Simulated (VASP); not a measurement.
A run of VASP 6.6.1:

INCAR

```
PREC     = Accurate       # precision mode
ENCUT    = 600            # plane-wave cutoff, eV
EDIFF    = 1E-7           # SCF threshold, eV
ISMEAR   = 0              # smearing method
SIGMA    = 0.1            # smearing width, eV
LREAL    = F              # projectors in reciprocal space
LASPH    = T              # aspherical terms in the spheres
NELM     = 60             # most SCF steps
ALGO     = Fast           # electronic algorithm
ISIF     = 4              # what is computed and relaxed
LWAVE    = F              # write WAVECAR
LCHARG   = F              # write CHGCAR
GGA      = PS             # functional
IBRION   = 2              # ionic algorithm
NSW      = 50             # ionic steps
EDIFFG   = -0.01          # ionic threshold
```

File KPOINTS:

```
Automatic mesh
0
Gamma
  14 14 12
```

File POSCAR:

```
HgPd
1.0
    3.0685578625      0.0000000000      0.0000000000
    0.0000000000      3.0685578625      0.0000000000
    0.0000000000      0.0000000000      3.8156014873
Hg Pd
1 1
Direct
    0.0000000000      0.0000000000      0.0000000000
    0.5000000000      0.5000000000      0.5000000000
```

Potentials or basis: VASP PAW PBE potentials, release 64 (Hg, Pd).

Launch:

```console
$ cat potpaw_PBE.64/Hg/POTCAR potpaw_PBE.64/Pd/POTCAR > POTCAR
$ mpirun -np 1 vasp_std > vasp.out
```

Hardware: 1 thread of Intel(R) Xeon(R) 6975P-C (Granite Rapids), on a shared host.

Estimate the wall time of this run.

It took 79 s on 1 thread of Intel(R) Xeon(R) 6975P-C (Granite Rapids) (shared host), peak memory 0.31 GiB. Counts: scf iterations 15, k points 252, ion steps 1.
